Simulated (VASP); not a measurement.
# C (Fd-3m) in VASP: settings compared, part 2 of 3

VASP 6.6.1. The steps go on from the part before.

## 3. Single point, LDA

Input file INCAR:

```
PREC     = Accurate       # precision mode
ENCUT    = 1300           # plane-wave cutoff, eV
EDIFF    = 1E-6           # SCF threshold, eV
ISMEAR   = 0              # smearing method
SIGMA    = 0.01           # smearing width, eV
LREAL    = False          # projectors in reciprocal space
LASPH    = True           # aspherical terms in the spheres
NELM     = 120            # most SCF steps
ALGO     = Normal         # electronic algorithm
ISIF     = 2              # what is computed and relaxed
LWAVE    = False          # write WAVECAR
LCHARG   = False          # write CHGCAR
NBANDS   = 11             # bands
GGA_COMPAT= False
```

Input file KPOINTS:

```
regular mesh
0
Gamma
  12 12 12
```

Input file POSCAR:

```
C
1.0
    0.0000000000      1.7801241426      1.7801241426
    1.7801241426      0.0000000000      1.7801241426
    1.7801241426      1.7801241426      0.0000000000
C
2
Direct
    0.0000000000      0.0000000000      0.0000000000
    0.2500000000      0.2500000000      0.2500000000
```

Potentials or basis: VASP PAW LDA potentials, release 64 (C_h).

Launch:

```console
$ cat potpaw_LDA.64/C_h/POTCAR > POTCAR
$ mpirun -np 1 vasp_std > vasp.out
```

OUTCAR:

```text
PREC = Accurate
   ENCUT = 1300
   EDIFF = 1E-6
   ISMEAR = 0
   LREAL = False
   LASPH = True
   NELM = 120
   ISIF = 2

 ion  position               nearest neighbor table
   1  0.000  0.000  0.000-
   2  0.250  0.250  0.250-

  LATTYP: Found a face centered cubic cell.
 ALAT       =     3.5602482852

  Lattice vectors:

 A1 = (   0.0000000000,   1.7801241426,   1.7801241426)
 A2 = (   1.7801241426,   0.0000000000,   1.7801241426)
 A3 = (   1.7801241426,   1.7801241426,   0.0000000000)

Analysis of symmetry for initial positions (statically):
=====================================================================
 Subroutine PRICEL returns:
 Original cell was already a primitive cell.

 Routine SETGRP: Setting up the symmetry group for a
 face centered cubic supercell.

 Subroutine GETGRP returns: Found 48 space group operations
 (whereof 24 operations were pure point group operations)
 out of a pool of 48 trial point group operations.

The static configuration has the point symmetry T_d .
 The point group associated with its full space group is O_h .

Analysis of symmetry for dynamics (positions and initial velocities):
=====================================================================
 Subroutine PRICEL returns:
 Original cell was already a primitive cell.

 Routine SETGRP: Setting up the symmetry group for a
 face centered cubic supercell.

 Subroutine GETGRP returns: Found 48 space group operations
 (whereof 24 operations were pure point group operations)
 out of a pool of 48 trial point group operations.

The dynamic configuration has the point symmetry T_d .
 The point group associated with its full space group is O_h .

 Subroutine INISYM returns: Found 48 space group operations
 (whereof 24 operations are pure point group operations),
 and found     1 'primitive' translations

----------------------------------------------------------------------------------------

                                     Primitive cell

  volume of cell :      11.2819

  direct lattice vectors                    reciprocal lattice vectors
     0.000000000  1.780124143  1.780124143    -0.280879287  0.280879287  0.280879287
     1.780124143  0.000000000  1.780124143     0.280879287 -0.280879287  0.280879287
     1.780124143  1.780124143  0.000000000     0.280879287  0.280879287 -0.280879287

  length of vectors
     2.517475705  2.517475705  2.517475705     0.486497196  0.486497196  0.486497196

  position of ions in fractional coordinates (direct lattice)
     0.000000000  0.000000000  0.000000000
     0.250000000  0.250000000  0.250000000

  ion indices of the primitive-cell ions
   primitive index   ion index
                 1           1
                 2           2

----------------------------------------------------------------------------------------

 KPOINTS: regular mesh

Automatic generation of k-mesh.
 Grid dimensions read from file:
 generate k-points for:   12   12   12

 Generating k-lattice:

  Cartesian coordinates                     Fractional coordinates (reciprocal lattice)
[... 22 lines left out ...]
  0.416667  0.000000  0.000000      8.000000
[... 16 lines left out ...]
  0.500000  0.166667  0.000000     24.000000
 -0.416667  0.166667  0.000000     24.000000
 [... further k-points ...]
   k-points           NKPTS =     72   k-points in BZ     NKDIM =     72   number of bands    NBANDS=     11
   number of dos      NEDOS =    301   number of ions     NIONS =      2
   total plane-waves  NPLWV =  27000
   dimension x,y,z NGX =    30 NGY =   30 NGZ =   30
   dimension x,y,z NGXF=    60 NGYF=   60 NGZF=   60
   ions per type =               2
   NGX,Y,Z   is equivalent  to a cutoff of  19.81, 19.81, 19.81 a.u.
   NGXF,Y,Z  is equivalent  to a cutoff of  39.62, 39.62, 39.62 a.u.
 SYSTEM =  unknown system
   PREC   = accura    normal or accurate (medium, high low for compatibility)
   ISTART =      0    job   : 0-new  1-cont  2-samecut
   ICHARG =      2    charge: 1-file 2-atom 10-const
   ISPIN  =      1    spin polarized calculation?
   LNONCOLLINEAR =      F non collinear calculations
   LSORBIT =      F    spin-orbit coupling
   LASPH  =      T    aspherical Exc in radial PAW
   ENCUT  = 1300.0 eV  95.55 Ry    9.77 a.u.   7.40  7.40  7.40*2*pi/ulx,y,z
   NELM   =    120;   NELMIN=  2; NELMDL= -5     # of ELM steps
   EDIFF  = 0.1E-05   stopping-criterion for ELM
   LREAL  =      F    real-space projection
   EDIFFG = 0.1E-04   stopping-criterion for IOM
   NSW    =      0    number of steps for IOM
   IBRION =     -1    ionic relax: 0-MD 1-quasi-New 2-CG
   NFREE  =      0    steps in history (QN), initial steepest desc. (CG)
   ISIF   =      2    stress and relaxation
   ISYM   =      2    0-nonsym 1-usesym 2-fastsym
   POTIM  = 0.5000    time-step for ionic-motion
   TEBEG  =    0.0;   TEEND  =   0.0 temperature during run
   PSTRESS=    0.0 pullay stress
   NELECT =       8.0000    total number of electrons
   NUPDOWN=      -1.0000    fix difference up-down
   EMIN   =  10.00;   EMAX   =-10.00  energy-range for DOS
   EFERMI =   0.00;   METHOD = LEGACY
   ISMEAR =     0;   SIGMA  =   0.01  broadening in eV -4-tet -1-fermi 0-gaus
   EFERMI_NEDOS =   21; number of points for ismear=-14 and -15
   IALGO  =     38    algorithm
   IMIX   =      4    mixing-type and parameters
     AMIX     =   0.40;   BMIX     =  1.00
     AMIX_MAG =   1.60;   BMIX_MAG =  1.00
  volume/ion in A,a.u.               =       5.64        38.07
  Fermi-wavevector in a.u.,A,eV,Ry     =   1.459860  2.758735 28.996616  2.131191
  Thomas-Fermi vector in A             =   2.576377
   LORBIT       =      0    0 simple, 1 ext, 2 COOP (PROOUT), +10 PAW based schemes
   GGA     = CA    functional components
   LHFCALC =     F    Hartree Fock is set to
   AEXX    =    0.0000 exact exchange contribution
   IVDW    =     0    specifies the selected vdW correction
   LEPSILON=     F    determine dielectric tensor
   LRPA    =     F    only Hartree local field effects (RPA)
 non-spin polarized calculation
 Gauss-broadening in eV      SIGMA  =   0.01
  energy-cutoff  :     1300.00
  volume of cell :       11.28
 maximum number of plane-waves:      1243
 NGX is ok and might be reduce to    30
   NGX = 15   NGY = 15   NGZ = 15

 number of electron       8.0000000 magnetization

 Free energy of the ion-electron system (eV)
  ---------------------------------------------------
  ext. energy  EPLUGINS =         0.00000000
  ---------------------------------------------------
  free energy    TOTEN  =       -20.26014424 eV

  energy without entropy =      -20.26014424  energy(sigma->0) =      -20.26014424

 E-fermi :  11.0383     XC(G=0): -13.6770

 val. band max:       10.9518585934   @ k =   0.0000   0.0000   0.0000
 cond. band min:      15.0904364028   @ k =   0.3333   0.3333   0.0000
 fundamental gap:      4.1385778094
 Fermi energy:        11.0382761286

 k-point     1 :       0.0000    0.0000    0.0000
  band No.  band energies     occupation
      1     -10.4406      2.00000
      2      10.9519      2.00000
      3      10.9519      2.00000
      4      10.9519      2.00000
      5      16.5105      0.00000
      6      16.5105      0.00000
      7      16.5105      0.00000
      8      24.6257      0.00000
      9      30.0292      0.00000
     10      37.6329      0.00000
     11      37.6329      0.00000
[... 309 lines left out ...]
 k-point    24 :      -0.4167    0.1667    0.0000
  band No.  band energies     occupation
      1      -4.1815      2.00000
      2      -1.5942      2.00000
      3       5.4962      2.00000
      4       7.3539      2.00000
      5      18.4500      0.00000
      6      21.1324      0.00000
      7      22.2753      0.00000
      8      26.2576      0.00000
      9      30.1665      0.00000
     10      35.0653      0.00000
     11      35.2969      0.00000

 [... further k-points ...]

------------------------ aborting loop because EDIFF is reached ----------------------------------------

  FORCE on cell =-STRESS in cart. coord.  units (eV):
  Direction    XX          YY          ZZ          XY          YZ          ZX
  --------------------------------------------------------------------------------------
  -------------------------------------------------------------------------------------
  Total       -0.6992508     -0.6992508     -0.6992508      0.0000000      0.0000000      0.0000000
  in kB      -99.3030758    -99.3030758    -99.3030758      0.0000000      0.0000000      0.0000000
  external PRESSURE =     -99.3030758 kB  Pullay stress =       0.0000000 kB

 VOLUME and BASIS-vectors are now :
 -----------------------------------------------------------------------------
  energy-cutoff  :     1300.00
  volume of cell :       11.28
      direct lattice vectors                 reciprocal lattice vectors
     0.000000000  1.780124143  1.780124143    -0.280879287  0.280879287  0.280879287
     1.780124143  0.000000000  1.780124143     0.280879287 -0.280879287  0.280879287
     1.780124143  1.780124143  0.000000000     0.280879287  0.280879287 -0.280879287

 POSITION                                       TOTAL-FORCE (eV/Angst)
 -----------------------------------------------------------------------------------
      0.00000      0.00000      0.00000        -0.000000     -0.000000     -0.000000
      0.89006      0.89006      0.89006         0.000000      0.000000      0.000000
 -----------------------------------------------------------------------------------
    total drift:                                0.000000     -0.000000     -0.000000

  FREE ENERGIE OF THE ION-ELECTRON SYSTEM (eV)
  ---------------------------------------------------
  free  energy   TOTEN  =       -20.2601442415 eV

  energy  without entropy=      -20.2601442415  energy(sigma->0) =      -20.26014424
```

Run time: 24 s. Hardware: 1 thread of Intel Xeon Platinum 8488C (Sapphire Rapids), shared host; peak memory 0.15 GiB.

Results:

```yaml
Free_energy: -20.2601 eV
Pressure: -9.9 GPa
Band_gap_on_the_k_mesh: 4.14 eV (least direct gap 5.56 eV)
```

Caveat: the cell stands under tension. A k mesh can miss the band edges.

## 4. Single point, r2SCAN

POSCAR is that of step 3.

Input file INCAR.step1:

```
PREC = Accurate ; ENCUT = 1430
ISMEAR = -1 ; SIGMA = 0.02
LREAL = F ; LASPH = T
NELM = 120 ; NBANDS = 11
GGA = PE ; ALGO = Normal
EDIFF = 1E-5 ; LWAVE = T
LCHARG = F ; GGA_COMPAT = F
```

Input file INCAR.step2:

```
PREC = Accurate ; ENCUT = 1430
EDIFF = 1E-6 ; ISMEAR = -1
SIGMA = 0.02 ; LREAL = F
LASPH = T ; NELM = 120
ALGO = Normal ; ISIF = 2
LWAVE = F ; LCHARG = F
METAGGA = R2SCAN ; LMIXTAU = T
NBANDS = 11 ; ISTART = 1
GGA_COMPAT = F
```

KPOINTS is that of step 3.

Potentials or basis: VASP PAW PBE potentials, release 64 (C_h).

Launch:

```console
$ cat potpaw_PBE.64/C_h/POTCAR > POTCAR
$ cp INCAR.step1 INCAR
$ mpirun -np 1 vasp_std > vasp.out
$ cp INCAR.step2 INCAR
$ mpirun -np 1 vasp_std > vasp.out
```

OUTCAR:

```text
PREC = Accurate
   ENCUT = 1430
   EDIFF = 1E-6
   ISMEAR = -1
   LREAL = F
   LASPH = T
   NELM = 120
   ISIF = 2
   METAGGA = R2SCAN
   ISTART = 1

 ion  position               nearest neighbor table
   1  0.000  0.000  0.000-
   2  0.250  0.250  0.250-

  LATTYP: Found a face centered cubic cell.
 ALAT       =     3.5602482852

  Lattice vectors:

 A1 = (   0.0000000000,   1.7801241426,   1.7801241426)
 A2 = (   1.7801241426,   0.0000000000,   1.7801241426)
[... 521 lines left out ...]

------------------------ aborting loop because EDIFF is reached ----------------------------------------

  FORCE on cell =-STRESS in cart. coord.  units (eV):
  Direction    XX          YY          ZZ          XY          YZ          ZX
  --------------------------------------------------------------------------------------
  -------------------------------------------------------------------------------------
  Total       -0.0434267     -0.0434267     -0.0434267      0.0000000     -0.0000000      0.0000000
  in kB       -6.1671851     -6.1671851     -6.1671851      0.0000000     -0.0000000      0.0000000
  external PRESSURE =      -6.1671851 kB  Pullay stress =       0.0000000 kB

 VOLUME and BASIS-vectors are now :
 -----------------------------------------------------------------------------
  energy-cutoff  :     1430.00
  volume of cell :       11.28
      direct lattice vectors                 reciprocal lattice vectors
     0.000000000  1.780124143  1.780124143    -0.280879287  0.280879287  0.280879287
     1.780124143  0.000000000  1.780124143     0.280879287 -0.280879287  0.280879287
     1.780124143  1.780124143  0.000000000     0.280879287  0.280879287 -0.280879287

 POSITION                                       TOTAL-FORCE (eV/Angst)
 -----------------------------------------------------------------------------------
      0.00000      0.00000      0.00000         0.000000      0.000000      0.000000
      0.89006      0.89006      0.89006        -0.000000     -0.000000     -0.000000
 -----------------------------------------------------------------------------------
    total drift:                               -0.000000      0.000000      0.000000

  FREE ENERGIE OF THE ION-ELECTRON SYSTEM (eV)
  ---------------------------------------------------
  free  energy   TOTEN  =       -19.7226206074 eV

  energy  without entropy=      -19.7226206074  energy(sigma->0) =      -19.72262061
```

OSZICAR.step1:

```text
N       E                     dE             d eps       ncg     rms          rms(c)
DAV:   1     0.215570329976E+02    0.21557E+02   -0.87893E+03  1584   0.160E+03
DAV:   2    -0.173690893691E+02   -0.38926E+02   -0.36849E+02  2220   0.203E+02
DAV:   3    -0.188385419837E+02   -0.14695E+01   -0.14646E+01  1956   0.324E+01
DAV:   4    -0.188432865111E+02   -0.47445E-02   -0.47437E-02  1682   0.201E+00
DAV:   5    -0.188432930357E+02   -0.65246E-05   -0.65244E-05  1847   0.775E-02    0.482E+00
DAV:   6    -0.183721260203E+02    0.47117E+00   -0.24171E-01  1662   0.354E+00    0.265E+00
DAV:   7    -0.182121420582E+02    0.15998E+00   -0.29961E-01  1729   0.392E+00    0.357E-01
DAV:   8    -0.182140505956E+02   -0.19085E-02   -0.87392E-03  1671   0.876E-01    0.414E-02
DAV:   9    -0.182140978918E+02   -0.47296E-04   -0.58964E-05  1932   0.693E-02    0.189E-02
DAV:  10    -0.182141156454E+02   -0.17754E-04   -0.14858E-05  1719   0.352E-02    0.247E-03
DAV:  11    -0.182141155143E+02    0.13103E-06   -0.25299E-07   846   0.528E-03
   1 F= -.18214116E+02 E0= -.18214116E+02  d E =-.923696E-13
```

Run time: 56 s. Hardware: 1 thread of Intel Xeon Platinum 8488C (Sapphire Rapids), shared host; peak memory 0.19 GiB.

Results:

| Property | Result |
| --- | --- |
| Free energy | -19.7226 eV |
| Pressure | -0.6 GPa |
| Band gap on the k mesh | 4.39 eV (least direct gap 5.89 eV) |

Levels at points of the mesh, in eV from the valence-band top:
```
           k point  band 1  band 2  band 3  band 4  band 5  band 6  band 7  band 8  band 9
(0.00, 0.00, 0.00)  -22.74    0.00    0.00    0.00    5.89    5.89    5.89   13.98   20.47
(0.50, 0.00, 0.00)  -16.77  -14.08   -2.98   -2.98    8.94    8.94    9.23   16.78   23.29
(0.50, 0.50, 0.00)  -13.61  -13.61   -6.68   -6.68    5.04    5.04   18.00   18.00   24.73
```

Caveat: the PAW data sets were made with another functional, which shifts forces and pressure a little.

[end of part 2 of 3]
